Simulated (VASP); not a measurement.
# Al32N (a cell with a defect) in VASP: single point with PBE

Aim: the single point of Al32N (a cell with a defect) with PBE.

Program: VASP 6.6.1. These are calculated values, not measurements. Logs are shortened: lines on timing, memory, paths and dates and some standing lists are left out, and cuts for length are marked.

### 1 The cell of the first run

The cell holds a defect, 33 atoms: a = 8.100 Å, b = 8.100 Å, c = 8.100 Å, α = 90.00°, β = 90.00°, γ = 90.00°.

### 2 Single point, PBE

INCAR

```
PREC = Accurate
ENCUT = 520
EDIFF = 1E-6
ISMEAR = 0
SIGMA = 0.1
LREAL = Auto
LASPH = True
NELM = 120
ALGO = Normal
ISIF = 2
LWAVE = False
LCHARG = False
GGA = PE
NBANDS = 72
GGA_COMPAT = False
```

KPOINTS

```
regular mesh
0
Gamma
  3 3 3
```

POSCAR

```
Al32N
1.0
    8.1000000000      0.0000000000      0.0000000000
    0.0000000000      8.1000000000      0.0000000000
    0.0000000000      0.0000000000      8.1000000000
Al N
32 1
Direct
    0.5000161728      0.0001309877     -0.0022008642
    0.7487656790      0.2513565432     -0.0013381481
    0.7444840741      0.0001822222      0.2498533333
    0.0000212346      0.0001833333     -0.0058141975
    0.2512725926      0.2513680247     -0.0013496296
    0.5000220988      0.5001985185      0.0002665432
    0.7488877778      0.7489824691     -0.0012179012
    0.2555828395      0.0001827160      0.2498529630
    0.5000162963      0.2522330864      0.2498934568
    0.7479408642      0.5001432099      0.2498946914
    0.5000165432      0.0001304938      0.5019377778
    0.7488564198      0.2512670370      0.5010676543
    0.7479430864      0.0001301235      0.7498856790
    0.0000153086      0.5001420988     -0.0022086420
    0.2511500000      0.7489713580     -0.0012279012
    0.0000212346      0.2558982716      0.2498520988
    0.2520966667      0.5001423457      0.2498945679
    0.5000167901      0.7480976543      0.2498943210
    0.0000207407      0.0001803704      0.5053141975
    0.2511814815      0.2512774074      0.5010788889
    0.5000212346      0.5001892593      0.4995007407
    0.7489681481      0.7490695062      0.5009504938
    0.2520941975      0.0001302469      0.7498862963
    0.5000220988      0.2497619753      0.7498424691
    0.7503993827      0.5001960494      0.7498440741
    0.0000206173      0.7447493827      0.2498558025
    0.0000153086      0.5001476543      0.5019414815
    0.2510695062      0.7490592593      0.5009603704
    0.0000154321      0.2522381481      0.7498855556
    0.2496338272      0.5001971605      0.7498432099
    0.5000208642      0.7505279012      0.7498517284
    0.0000153086      0.7480959259      0.7498809877
    0.0000603704      1.0006244444      0.2495293827
```

Potentials or basis: VASP PAW PBE potentials, release 64 (Al, N).

The run is started by

```
> cat potpaw_PBE.64/Al/POTCAR potpaw_PBE.64/N/POTCAR > POTCAR
> mpirun -np 1 vasp_std > vasp.out
```

OUTCAR:

```text
PREC = Accurate
   ENCUT = 520
   EDIFF = 1E-6
   ISMEAR = 0
   LREAL = Auto
   LASPH = True
   NELM = 120
   ISIF = 2
   GGA = PE

 ion  position               nearest neighbor table
   1  0.500  0.000  0.998-  23 2.84  13 2.84   8 2.84   3 2.84  31 2.85  24 2.85   2 2.86   5 2.86
                             7 2.86  15 2.86  18 2.89   9 2.89
   2  0.749  0.251  0.999-  24 2.85   6 2.85  25 2.85   1 2.86   9 2.86  13 2.86  10 2.86  29 2.86
                            14 2.86   3 2.88   4 2.88  16 2.88
   3  0.744  0.000  0.250-  33 2.07   9 2.84   1 2.84  18 2.84  11 2.84  22 2.88   7 2.88  12 2.88
                             2 2.88  26 2.93  19 2.93   4 2.93  16 2.93
   4  0.000  0.000  0.994-  33 2.07  29 2.84  23 2.84  13 2.84  32 2.84   7 2.88  15 2.88   2 2.88
                             5 2.88  26 2.93   3 2.93   8 2.93  16 2.93
   5  0.251  0.251  0.999-  24 2.85   6 2.85  30 2.85   1 2.86   9 2.86  23 2.86  17 2.86  29 2.86
                            14 2.86   8 2.88   4 2.88  16 2.88
   6  0.500  0.500  0.000-  18 2.85  10 2.85  17 2.85   5 2.85   2 2.85   9 2.85  15 2.85   7 2.85
                            31 2.87  25 2.87  30 2.87  24 2.87
   7  0.749  0.749  0.999-   6 2.85  25 2.85  31 2.85  10 2.86  14 2.86  18 2.86   1 2.86  32 2.86
                            13 2.86  26 2.88   3 2.88   4 2.88
   8  0.256  0.000  0.250-  33 2.07   9 2.84   1 2.84  11 2.84  18 2.84  28 2.88  15 2.88  20 2.88
                             5 2.88  26 2.93  19 2.93   4 2.93  16 2.93
   9  0.500  0.252  0.250-  17 2.84  10 2.84   8 2.84   3 2.84  21 2.85   6 2.85   2 2.86   5 2.86
[... 32 lines left out ...]
                            31 2.87  21 2.87   6 2.87  24 2.87
  26  0.000  0.745  0.250-  33 2.07  14 2.85  17 2.85  10 2.85  27 2.85  22 2.88  28 2.88   7 2.88
                            15 2.88  19 2.93   3 2.93   8 2.93   4 2.93
  27  0.000  0.500  0.502-  29 2.84  32 2.84  16 2.84  26 2.85  25 2.85  30 2.85  28 2.86  22 2.86
                            20 2.86  12 2.86  10 2.89  17 2.89
  28  0.251  0.749  0.501-  30 2.85  21 2.85  31 2.85  27 2.86  32 2.86  17 2.86  23 2.86  18 2.86
                            11 2.86  26 2.88  19 2.88   8 2.88
  29  0.000  0.252  0.750-  14 2.84  27 2.84   4 2.84  19 2.84  25 2.85  30 2.85  20 2.86  12 2.86
                             5 2.86   2 2.86  13 2.89  23 2.89
  30  0.250  0.500  0.750-  32 2.85  27 2.85  14 2.85  29 2.85   5 2.85  20 2.85  15 2.85  28 2.85
                            31 2.87  21 2.87   6 2.87  24 2.87
  31  0.500  0.751  0.750-  11 2.85  13 2.85  23 2.85   1 2.85  15 2.85   7 2.85  28 2.85  22 2.85
                            21 2.87  25 2.87  30 2.87   6 2.87
  32  0.000  0.748  0.750-  14 2.84  27 2.84   4 2.84  19 2.84  25 2.85  30 2.85  28 2.86  22 2.86
                            15 2.86   7 2.86  13 2.89  23 2.89
  33  0.000  0.001  0.250-  16 2.07   4 2.07   8 2.07   3 2.07  19 2.07  26 2.07

  LATTYP: Found a simple cubic cell.
 ALAT       =     8.1000000000

  Lattice vectors:

 A1 = (   8.1000000000,   0.0000000000,   0.0000000000)
 A2 = (   0.0000000000,   8.1000000000,   0.0000000000)
 A3 = (   0.0000000000,   0.0000000000,   8.1000000000)

Analysis of symmetry for initial positions (statically):
=====================================================================
 Subroutine PRICEL returns:
 Original cell was already a primitive cell.

 Routine SETGRP: Setting up the symmetry group for a
 simple cubic supercell.

 Subroutine GETGRP returns: Found  1 space group operations
 (whereof  1 operations were pure point group operations)
 out of a pool of 48 trial point group operations.

The static configuration has the point symmetry C_1 .

Analysis of symmetry for dynamics (positions and initial velocities):
=====================================================================
 Subroutine PRICEL returns:
 Original cell was already a primitive cell.

 Routine SETGRP: Setting up the symmetry group for a
 simple cubic supercell.

 Subroutine GETGRP returns: Found  1 space group operations
 (whereof  1 operations were pure point group operations)
 out of a pool of 48 trial point group operations.

The dynamic configuration has the point symmetry C_1 .

 Subroutine INISYM returns: Found  1 space group operations
 (whereof  1 operations are pure point group operations),
 and found     1 'primitive' translations

----------------------------------------------------------------------------------------

                                     Primitive cell

  volume of cell :     531.4410

  direct lattice vectors                    reciprocal lattice vectors
[... 90 lines left out ...]
     0.000000000  0.041152263  0.000000000     0.000000000  0.333333333  0.000000000
     0.000000000  0.000000000  0.041152263     0.000000000  0.000000000  0.333333333

  Length of vectors
     0.041152263  0.041152263  0.041152263

  Shift w.r.t. Gamma in fractional coordinates (k-lattice)
     0.000000000  0.000000000  0.000000000

 Subroutine IBZKPT returns following result:
 ===========================================

 Found     14 irreducible k-points:

 Following reciprocal coordinates:
            Coordinates               Weight
  0.000000  0.000000  0.000000      1.000000
  0.333333  0.000000  0.000000      2.000000
  0.000000  0.333333  0.000000      2.000000
  0.000000  0.000000  0.333333      2.000000
  0.333333  0.333333  0.000000      2.000000
  0.000000  0.333333  0.333333      2.000000
  0.333333  0.000000  0.333333      2.000000
 -0.333333  0.333333  0.000000      2.000000
 -0.333333  0.000000  0.333333      2.000000
  0.000000 -0.333333  0.333333      2.000000
  0.333333  0.333333  0.333333      2.000000
 -0.333333  0.333333  0.333333      2.000000
 -0.333333 -0.333333  0.333333      2.000000
  0.333333 -0.333333  0.333333      2.000000
   k-points           NKPTS =     14   k-points in BZ     NKDIM =     14   number of bands    NBANDS=     72
   number of dos      NEDOS =    301   number of ions     NIONS =     33
   total plane-waves  NPLWV = 216000
   dimension x,y,z NGX =    60 NGY =   60 NGZ =   60
   dimension x,y,z NGXF=   120 NGYF=  120 NGZF=  120
   ions per type =              32   1
   NGX,Y,Z   is equivalent  to a cutoff of  12.31, 12.31, 12.31 a.u.
   NGXF,Y,Z  is equivalent  to a cutoff of  24.63, 24.63, 24.63 a.u.
 SYSTEM =  unknown system
   PREC   = accura    normal or accurate (medium, high low for compatibility)
   ISTART =      0    job   : 0-new  1-cont  2-samecut
   ICHARG =      2    charge: 1-file 2-atom 10-const
   ISPIN  =      1    spin polarized calculation?
   LNONCOLLINEAR =      F non collinear calculations
   LSORBIT =      F    spin-orbit coupling
   LASPH  =      T    aspherical Exc in radial PAW
   ENCUT  =  520.0 eV  38.22 Ry    6.18 a.u.  15.06 15.06 15.06*2*pi/ulx,y,z
   NELM   =    120;   NELMIN=  2; NELMDL= -5     # of ELM steps
   EDIFF  = 0.1E-05   stopping-criterion for ELM
   LREAL  =      T    real-space projection
   EDIFFG = 0.1E-04   stopping-criterion for IOM
   NSW    =      0    number of steps for IOM
   IBRION =     -1    ionic relax: 0-MD 1-quasi-New 2-CG
   NFREE  =      0    steps in history (QN), initial steepest desc. (CG)
   ISIF   =      2    stress and relaxation
   ISYM   =      2    0-nonsym 1-usesym 2-fastsym
   POTIM  = 0.5000    time-step for ionic-motion
   TEBEG  =    0.0;   TEEND  =   0.0 temperature during run
   PSTRESS=    0.0 pullay stress
   NELECT =     101.0000    total number of electrons
   NUPDOWN=      -1.0000    fix difference up-down
   EMIN   =  10.00;   EMAX   =-10.00  energy-range for DOS
   EFERMI =   0.00;   METHOD = LEGACY
   ISMEAR =     0;   SIGMA  =   0.10  broadening in eV -4-tet -1-fermi 0-gaus
   EFERMI_NEDOS =   21; number of points for ismear=-14 and -15
   IALGO  =     38    algorithm
   IMIX   =      4    mixing-type and parameters
     AMIX     =   0.40;   BMIX     =  1.00
     AMIX_MAG =   1.60;   BMIX_MAG =  1.00
  volume/ion in A,a.u.               =      16.10       108.68
  Fermi-wavevector in a.u.,A,eV,Ry     =   0.941233  1.778672 12.053656  0.885919
  Thomas-Fermi vector in A             =   2.068723
   LORBIT       =      0    0 simple, 1 ext, 2 COOP (PROOUT), +10 PAW based schemes
   GGA     = PE    functional components
   LHFCALC =     F    Hartree Fock is set to
   AEXX    =    0.0000 exact exchange contribution
   IVDW    =     0    specifies the selected vdW correction
   LEPSILON=     F    determine dielectric tensor
   LRPA    =     F    only Hartree local field effects (RPA)
 non-spin polarized calculation
 Gauss-broadening in eV      SIGMA  =   0.10
  energy-cutoff  :      520.00
  volume of cell :      531.44
 maximum number of plane-waves:     14358
   NGX = 31   NGY = 31   NGZ = 31

 number of electron     100.9999998 magnetization

 Free energy of the ion-electron system (eV)
  ---------------------------------------------------
  ext. energy  EPLUGINS =         0.00000000
  ---------------------------------------------------
  free energy    TOTEN  =      -128.72596874 eV

  energy without entropy =     -128.68371520  energy(sigma->0) =     -128.70484197

 E-fermi :   7.9988     XC(G=0): -10.2421

 val. band max:        7.8916480252   @ k =   0.3333   0.0000   0.3333
 cond. band min:       8.0482053533   @ k =   0.3333   0.0000   0.3333
 fundamental gap:      0.1565573281
 Fermi energy:         7.9988023153

 k-point     1 :       0.0000    0.0000    0.0000
  band No.  band energies     occupation
      1      -8.4578      2.00000
      2      -2.8518      2.00000
      3      -1.0107      2.00000
      4      -1.0107      2.00000
      5      -1.0107      2.00000
      6      -0.8265      2.00000
[... 899 lines left out ...]
     61       9.7422      0.00000
     62       9.8671      0.00000
 [bands above 62 left out]

------------------------ aborting loop because EDIFF is reached ----------------------------------------

  FORCE on cell =-STRESS in cart. coord.  units (eV):
  Direction    XX          YY          ZZ          XY          YZ          ZX
  --------------------------------------------------------------------------------------
  -------------------------------------------------------------------------------------
  Total       -0.3559692     -0.3574925     -0.3565448      0.0002220     -0.0001636     -0.0009915
  in kB       -1.0731685     -1.0777610     -1.0749037      0.0006693     -0.0004931     -0.0029891
  external PRESSURE =      -1.0752777 kB  Pullay stress =       0.0000000 kB

 VOLUME and BASIS-vectors are now :
 -----------------------------------------------------------------------------
  energy-cutoff  :      520.00
  volume of cell :      531.44
      direct lattice vectors                 reciprocal lattice vectors
     8.100000000  0.000000000  0.000000000     0.123456790  0.000000000  0.000000000
     0.000000000  8.100000000  0.000000000     0.000000000  0.123456790  0.000000000
     0.000000000  0.000000000  8.100000000     0.000000000  0.000000000  0.123456790

 POSITION                                       TOTAL-FORCE (eV/Angst)
 -----------------------------------------------------------------------------------
      4.05013      0.00106      8.08217         0.000278     -0.000058     -0.004630
      6.06500      2.03599      8.08916        -0.001214      0.001576     -0.001537
      6.03032      0.00148      2.02381         0.005608      0.000753     -0.000781
      0.00017      0.00148      8.05291         0.000164      0.001755      0.007590
      2.03531      2.03608      8.08907         0.000861      0.001415     -0.001377
      4.05018      4.05161      0.00216        -0.000106     -0.000939      0.002531
[... 25 lines left out ...]
      0.00012      6.05958      6.07404        -0.000137     -0.006595     -0.000372
      0.00049      0.00506      2.02119        -0.000500     -0.005379      0.004052
 -----------------------------------------------------------------------------------
    total drift:                                0.001197      0.005335     -0.006351

  FREE ENERGIE OF THE ION-ELECTRON SYSTEM (eV)
  ---------------------------------------------------
  free  energy   TOTEN  =      -128.7259687426 eV

  energy  without entropy=     -128.6837151967  energy(sigma->0) =     -128.70484197
```

Wall time 14 min (1 thread of Intel Xeon Platinum 8375C at 2.90GHz (Ice Lake), shared host); peak memory 0.65 GiB.

What came out:

* Free energy: -128.7260 eV
* Pressure: -0.1 GPa
* Largest force: 0.008 eV/Å
* Band gap on the k mesh: zero (an odd number of electrons rules out a gap without spin polarisation)

Forces on the atoms (eV/Å):
```
Al   0.000  0.000 -0.005
Al  -0.001  0.002 -0.002
Al   0.006  0.001 -0.001
Al   0.000  0.002  0.008
Al   0.001  0.001 -0.001
Al   0.000 -0.001  0.003
Al  -0.004 -0.003 -0.004
Al  -0.006  0.001 -0.001
Al   0.000  0.004  0.000
Al  -0.006  0.000  0.000
Al   0.000  0.000  0.007
Al  -0.003  0.003  0.003
Al  -0.006  0.000  0.000
Al   0.000  0.000 -0.005
Al   0.003 -0.003 -0.004
Al   0.000 -0.008 -0.002
Al   0.006  0.000  0.000
Al   0.000 -0.007 -0.001
Al   0.000 -0.001 -0.008
Al   0.003  0.003  0.003
Al   0.000  0.001 -0.007
Al  -0.004 -0.002  0.003
Al   0.006  0.000  0.000
Al   0.000 -0.001  0.002
Al   0.006  0.001 -0.001
Al   0.000  0.008  0.001
Al   0.000  0.000  0.006
Al   0.004 -0.003  0.003
Al   0.000  0.004  0.000
Al  -0.005  0.001  0.000
Al   0.001  0.007 -0.001
Al   0.000 -0.007  0.000
N   -0.001 -0.005  0.004
```

The gap in the log of VASP goes by the Fermi energy; the results here count the filled bands.